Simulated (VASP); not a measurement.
Here is a VASP 6.6.1 calculation.

The input INCAR:

```
SYSTEM = P
PREC     = Accurate       ! precision mode
ENCUT    = 520            ! plane-wave cutoff, eV
EDIFF    = 1E-6           ! SCF threshold, eV
ISMEAR   = 0              ! smearing method
SIGMA    = 0.1            ! smearing width, eV
LREAL    = .FALSE.        ! projectors in reciprocal space
LASPH    = .TRUE.         ! aspherical terms in the spheres
NELM     = 60             ! most SCF steps
ALGO     = Fast           ! electronic algorithm
ISIF     = 2              ! what is computed and relaxed
LWAVE    = .FALSE.        ! write WAVECAR
LCHARG   = .TRUE.         ! write CHGCAR
GGA      = PS             ! functional
IVDW     = 12             ! dispersion correction
LELF     = .TRUE.         ! ELF
LVHAR    = .TRUE.       
NBANDS   = 18             ! bands
```

File KPOINTS:

```
Automatic mesh
0
G
  14 14 12
  0 0 0
```

The input POSCAR:

```
P
1.0
    1.6886249353     -4.7668842008      0.0000000000
    1.6886249353      4.7668842008      0.0000000000
    0.0000000000      0.0000000000      3.5862078056
P
4
Direct
    0.1154065942      0.8845934058      0.9535979976
    0.6154065942      0.3845934058      0.5464020024
    0.8845934058      0.1154065942      0.0464020024
    0.3845934058      0.6154065942      0.4535979976
```

Potentials or basis: VASP PAW PBE potentials, release 64 (P).

Run with:

```console
$ cat potpaw_PBE.64/P/POTCAR > POTCAR
$ mpirun -np 1 vasp_std > vasp.out
```

Problem. What does it give for the pressure?

Solution. 5.1 GPa.

Problem. Estimate the dispersion energy per atom.

Solution. -0.393 eV.

Problem. Estimate the band gap on the k mesh.

Solution. Zero (bands 10 and 11 overlap by 1.33 eV).

Stress tensor (GPa, compression positive):
```
5.11 0.00 0.00
0.00 4.90 0.00
0.00 0.00 5.14
```

Caveat: the cell stands under pressure; the PAW data sets were made with another functional, which shifts forces and pressure a little.
